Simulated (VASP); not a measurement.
# NaF (Fm-3m) in VASP: relaxation of cell and atoms with PBE

Aim: the relaxation of cell and atoms of NaF with PBE.

Everything below comes from runs of VASP 6.6.1. Logs are shortened: lines on timing, memory, paths and dates and some standing lists are left out, and cuts for length are marked.

## (1) The cell of the first run

It takes space group Fm-3m (No. 225, cubic). The conventional cell has a = 4.702 Å, b = 4.702 Å, c = 4.702 Å, α = 90.00°, β = 90.00°, γ = 90.00°. Na (site symmetry m-3m) has 6 F at 2.35 Å within 3.1 Å. F (site symmetry m-3m) has 6 Na at 2.35 Å within 3.1 Å.

## (2) Relaxation of cell and atoms, PBE

File INCAR:

```
  PREC = Accurate
  ENCUT = 600
  EDIFF = 1E-7
  ISMEAR = 0
  SIGMA = 0.02
  LREAL = F
  LASPH = T
  NELM = 120
  ALGO = Normal
  ISIF = 3
  LWAVE = F
  LCHARG = F
  GGA = PE
  IBRION = 2
  NSW = 80
  EDIFFG = -0.01
  GGA_COMPAT = F
  NELMIN = 4
```

File KPOINTS:

```
Automatic mesh
0
Gamma
  8 8 8
```

File POSCAR:

```
NaF
1.0
    0.0000000000      2.3509753924      2.3509753924
    2.3509753924      0.0000000000      2.3509753924
    2.3509753924      2.3509753924      0.0000000000
Na F
1 1
Direct
    0.0000000000      0.0000000000      0.0000000000
    0.5000000000      0.5000000000      0.5000000000
```

Potentials or basis: VASP PAW PBE potentials, release 64 (Na_pv, F).

The run is started by

```
$ cat potpaw_PBE.64/Na_pv/POTCAR potpaw_PBE.64/F/POTCAR > POTCAR
$ mpirun -np 1 vasp_std > vasp.out
```

OUTCAR:

```text
PREC = Accurate
   ENCUT = 600
   EDIFF = 1E-7
   ISMEAR = 0
   LREAL = F
   LASPH = T
   NELM = 120
   ISIF = 3
   GGA = PE
   IBRION = 2
   NSW = 80
   EDIFFG = -0.01
   NELMIN = 4

 ion  position               nearest neighbor table
   1  0.000  0.000  0.000-
   2  0.500  0.500  0.500-

  LATTYP: Found a face centered cubic cell.
 ALAT       =     4.7019507848

  Lattice vectors:

 A1 = (   0.0000000000,   2.3509753924,   2.3509753924)
 A2 = (   2.3509753924,   0.0000000000,   2.3509753924)
 A3 = (   2.3509753924,   2.3509753924,   0.0000000000)

Analysis of symmetry for initial positions (statically):
=====================================================================
 Subroutine PRICEL returns:
 Original cell was already a primitive cell.

 Routine SETGRP: Setting up the symmetry group for a
 face centered cubic supercell.

 Subroutine GETGRP returns: Found 48 space group operations
 (whereof 48 operations were pure point group operations)
 out of a pool of 48 trial point group operations.

The static configuration has the point symmetry O_h .

Analysis of symmetry for dynamics (positions and initial velocities):
=====================================================================
 Subroutine PRICEL returns:
 Original cell was already a primitive cell.

 Routine SETGRP: Setting up the symmetry group for a
 face centered cubic supercell.

 Subroutine GETGRP returns: Found 48 space group operations
 (whereof 48 operations were pure point group operations)
 out of a pool of 48 trial point group operations.

The dynamic configuration has the point symmetry O_h .

 Subroutine INISYM returns: Found 48 space group operations
 (whereof 48 operations are pure point group operations),
 and found     1 'primitive' translations

----------------------------------------------------------------------------------------

                                     Primitive cell

  volume of cell :      25.9881

  direct lattice vectors                    reciprocal lattice vectors
     0.000000000  2.350975392  2.350975392    -0.212677683  0.212677683  0.212677683
     2.350975392  0.000000000  2.350975392     0.212677683 -0.212677683  0.212677683
     2.350975392  2.350975392  0.000000000     0.212677683  0.212677683 -0.212677683

  length of vectors
     3.324781285  3.324781285  3.324781285     0.368368553  0.368368553  0.368368553

  position of ions in fractional coordinates (direct lattice)
     0.000000000  0.000000000  0.000000000
     0.500000000  0.500000000  0.500000000

  ion indices of the primitive-cell ions
   primitive index   ion index
                 1           1
                 2           2

----------------------------------------------------------------------------------------

 KPOINTS: Automatic mesh

Automatic generation of k-mesh.
 Grid dimensions read from file:
 generate k-points for:    8    8    8

 Generating k-lattice:

  Cartesian coordinates                     Fractional coordinates (reciprocal lattice)
    -0.026584710  0.026584710  0.026584710     0.125000000  0.000000000  0.000000000
     0.026584710 -0.026584710  0.026584710     0.000000000  0.125000000  0.000000000
     0.026584710  0.026584710 -0.026584710     0.000000000  0.000000000  0.125000000

  Length of vectors
     0.046046069  0.046046069  0.046046069

  Shift w.r.t. Gamma in fractional coordinates (k-lattice)
     0.000000000  0.000000000  0.000000000

 Subroutine IBZKPT returns following result:
 ===========================================

[... 54 lines left out ...]
   ISYM   =      2    0-nonsym 1-usesym 2-fastsym
   POTIM  = 0.5000    time-step for ionic-motion
   TEBEG  =    0.0;   TEEND  =   0.0 temperature during run
   PSTRESS=    0.0 pullay stress
   NELECT =      14.0000    total number of electrons
   NUPDOWN=      -1.0000    fix difference up-down
   EMIN   =  10.00;   EMAX   =-10.00  energy-range for DOS
   EFERMI =   0.00;   METHOD = LEGACY
   ISMEAR =     0;   SIGMA  =   0.02  broadening in eV -4-tet -1-fermi 0-gaus
   EFERMI_NEDOS =   21; number of points for ismear=-14 and -15
   IALGO  =     38    algorithm
   IMIX   =      4    mixing-type and parameters
     AMIX     =   0.40;   BMIX     =  1.00
     AMIX_MAG =   1.60;   BMIX_MAG =  1.00
  volume/ion in A,a.u.               =      12.99        87.69
  Fermi-wavevector in a.u.,A,eV,Ry     =   1.332067  2.517242 24.142214  1.774403
  Thomas-Fermi vector in A             =   2.461030
   LORBIT       =      0    0 simple, 1 ext, 2 COOP (PROOUT), +10 PAW based schemes
   GGA     = PE    functional components
   LHFCALC =     F    Hartree Fock is set to
   AEXX    =    0.0000 exact exchange contribution
   IVDW    =     0    specifies the selected vdW correction
   LEPSILON=     F    determine dielectric tensor
   LRPA    =     F    only Hartree local field effects (RPA)
 conjugate gradient relaxation of ions
 non-spin polarized calculation
 Gauss-broadening in eV      SIGMA  =   0.02
  energy-cutoff  :      600.00
  volume of cell :       25.99
 maximum number of plane-waves:       893
   NGX = 13   NGY = 13   NGZ = 13

--------------------------------------- Ionic step        1  -------------------------------------------

 number of electron      14.0000002 magnetization

 Free energy of the ion-electron system (eV)
  ---------------------------------------------------
  ext. energy  EPLUGINS =         0.00000000
  ---------------------------------------------------
  free energy    TOTEN  =        -8.57125768 eV

  energy without entropy =       -8.57125768  energy(sigma->0) =       -8.57125768

------------------------ aborting loop because EDIFF is reached ----------------------------------------

  FORCE on cell =-STRESS in cart. coord.  units (eV):
  Direction    XX          YY          ZZ          XY          YZ          ZX
  --------------------------------------------------------------------------------------
  -------------------------------------------------------------------------------------
  Total       -0.0408964     -0.0408964     -0.0408964      0.0000000     -0.0000000      0.0000000
  in kB       -2.5212824     -2.5212824     -2.5212824      0.0000000     -0.0000000      0.0000000
  external PRESSURE =      -2.5212824 kB  Pullay stress =       0.0000000 kB

 VOLUME and BASIS-vectors are now :
 -----------------------------------------------------------------------------
  energy-cutoff  :      600.00
  volume of cell :       25.99
      direct lattice vectors                 reciprocal lattice vectors
     0.000000000  2.350975392  2.350975392    -0.212677683  0.212677683  0.212677683
     2.350975392  0.000000000  2.350975392     0.212677683 -0.212677683  0.212677683
     2.350975392  2.350975392  0.000000000     0.212677683  0.212677683 -0.212677683

 POSITION                                       TOTAL-FORCE (eV/Angst)
 -----------------------------------------------------------------------------------
      0.00000      0.00000      0.00000         0.000000      0.000000      0.000000
      2.35098      2.35098      2.35098         0.000000     -0.000000     -0.000000
 -----------------------------------------------------------------------------------
    total drift:                                0.000000      0.000000      0.000000

  FREE ENERGIE OF THE ION-ELECTRON SYSTEM (eV)
  ---------------------------------------------------
  free  energy   TOTEN  =        -8.5712576792 eV

  energy  without entropy=       -8.5712576792  energy(sigma->0) =       -8.57125768

--------------------------------------- Ionic step        2  -------------------------------------------

 number of electron      14.0000003 magnetization

 Free energy of the ion-electron system (eV)
  ---------------------------------------------------
  ext. energy  EPLUGINS =         0.00000000
  ---------------------------------------------------
  free energy    TOTEN  =        -8.57134828 eV

  energy without entropy =       -8.57134828  energy(sigma->0) =       -8.57134828

 E-fermi :  -2.1520     XC(G=0):  -8.9618

 val. band max:       -2.2582790125   @ k =   0.0000   0.0000   0.0000
 cond. band min:       3.8291910058   @ k =   0.0000   0.0000   0.0000
 fundamental gap:      6.0874700183
 Fermi energy:        -2.1520445574

 k-point     1 :       0.0000    0.0000    0.0000
  band No.  band energies     occupation
      1     -21.3658      2.00000
      2     -21.3267      2.00000
      3     -21.3267      2.00000
      4     -21.3267      2.00000
      5      -2.2583      2.00000
      6      -2.2583      2.00000
      7      -2.2583      2.00000
      8       3.8292      0.00000
      9      16.4285      0.00000
     10      16.4285      0.00000
     11      16.4285      0.00000
[... 309 lines left out ...]
 k-point    24 :      -0.3750    0.2500    0.1250
  band No.  band energies     occupation
      1     -21.8895      2.00000
      2     -21.3739      2.00000
      3     -21.3536      2.00000
      4     -20.6554      2.00000
      5      -3.4955      2.00000
      6      -2.8018      2.00000
      7      -2.5724      2.00000
      8       9.2642      0.00000
      9      10.1339      0.00000
     10      14.4405      0.00000
     11      16.2448      0.00000

 [... further k-points ...]

------------------------ aborting loop because EDIFF is reached ----------------------------------------

  FORCE on cell =-STRESS in cart. coord.  units (eV):
  Direction    XX          YY          ZZ          XY          YZ          ZX
  --------------------------------------------------------------------------------------
  -------------------------------------------------------------------------------------
  Total       -0.0183878     -0.0183878     -0.0183878      0.0000000      0.0000000      0.0000000
  in kB       -1.1369765     -1.1369765     -1.1369765      0.0000000      0.0000000      0.0000000
  external PRESSURE =      -1.1369765 kB  Pullay stress =       0.0000000 kB

 VOLUME and BASIS-vectors are now :
 -----------------------------------------------------------------------------
  energy-cutoff  :      600.00
  volume of cell :       25.91
      direct lattice vectors                 reciprocal lattice vectors
    -0.000000000  2.348656213  2.348656213    -0.212887692  0.212887692  0.212887692
     2.348656213 -0.000000000  2.348656213     0.212887692 -0.212887692  0.212887692
     2.348656213  2.348656213  0.000000000     0.212887692  0.212887692 -0.212887692

 POSITION                                       TOTAL-FORCE (eV/Angst)
 -----------------------------------------------------------------------------------
      2.34866      2.34866      0.00000         0.000000      0.000000     -0.000000
      2.34866      2.34866      2.34866        -0.000000     -0.000000      0.000000
 -----------------------------------------------------------------------------------
    total drift:                                0.000000      0.000000      0.000000

  FREE ENERGIE OF THE ION-ELECTRON SYSTEM (eV)
  ---------------------------------------------------
  free  energy   TOTEN  =        -8.5713482836 eV

  energy  without entropy=       -8.5713482836  energy(sigma->0) =       -8.57134828

 reached required accuracy - stopping structural energy minimisation
```

It took 34 s on 1 thread of Intel Xeon 8259CL, shared host; peak memory 0.15 GiB.

Results:

- Free energy: -8.5713 eV
- Relaxed volume: 12.96 Å³/atom
- Relaxed cell: a = 3.322 Å, b = 3.322 Å, c = 3.322 Å, α = 60.00°, β = 60.00°, γ = 60.00°
- Space group after relaxing (to 0.05 Å): Fm-3m (No. 225)
- Energy gained by relaxing: 0.0 meV/atom
- Ionic steps: 2
- Pressure after relaxing: -0.1 GPa
- Band gap on the k mesh: 6.09 eV, direct

Final structure:
```cif
data_structure
_symmetry_space_group_name_H-M 'P 1'
_symmetry_Int_Tables_number 1
_cell_length_a 3.3215
_cell_length_b 3.3215
_cell_length_c 3.3215
_cell_angle_alpha 60.000
_cell_angle_beta 60.000
_cell_angle_gamma 60.000
_cell_volume 25.91
loop_
_atom_site_label
_atom_site_type_symbol
_atom_site_fract_x
_atom_site_fract_y
_atom_site_fract_z
_atom_site_occupancy
Na1 Na 0.00000 0.00000 0.00000 1
F1 F 0.50000 0.50000 0.50000 1
```
